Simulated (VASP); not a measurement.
Ba:

```xyz
1
Lattice="-2.5065 2.5065 2.5065 2.5065 -2.5065 2.5065 2.5065 2.5065 -2.5065" Properties=species:S:1:pos:R:3 pbc="T T T"
Ba    0.0000    0.0000    0.0000
```

```yaml
Program: VASP 6.6.1
Task: relaxation of cell and atoms
Functional: PBEsol
Potentials_or_basis: VASP PAW PBE potentials, release 64 (Ba_sv)
Cutoff: 600 eV
k_mesh: 8 × 8 × 8
Occupations: fermi-dirac, width 0.05 eV
Spin: no spin polarisation
```

At the start: pressure -0.7 GPa; volume 62.99 Å³/atom.

Task: Where does the relaxation end?

Result: Over 4 steps the energy falls by 10.0 meV/atom and the volume is 58.34 Å³/atom (-7.4 %); space group Im-3m (No. 229, to 0.1 Å) before and after.

The path:
```csv
step,energy change (eV),largest force (eV/Å),pressure (GPa),volume (Å³)
1,0.0000,0.0000,-0.66,62.99
2,-0.0074,0.0000,-0.36,60.67
3,-0.0100,0.0000,0.01,58.25
4,-0.0100,0.0000,0.00,58.34
```

Final structure:
```
Ba
1.0
    -2.44326    2.44326    2.44326
     2.44326   -2.44326    2.44326
     2.44326    2.44326   -2.44326
Ba
1
Direct
  0.00000 0.00000 0.00000
```

Caveat: the PAW data sets were made with another functional, which shifts forces and pressure a little.
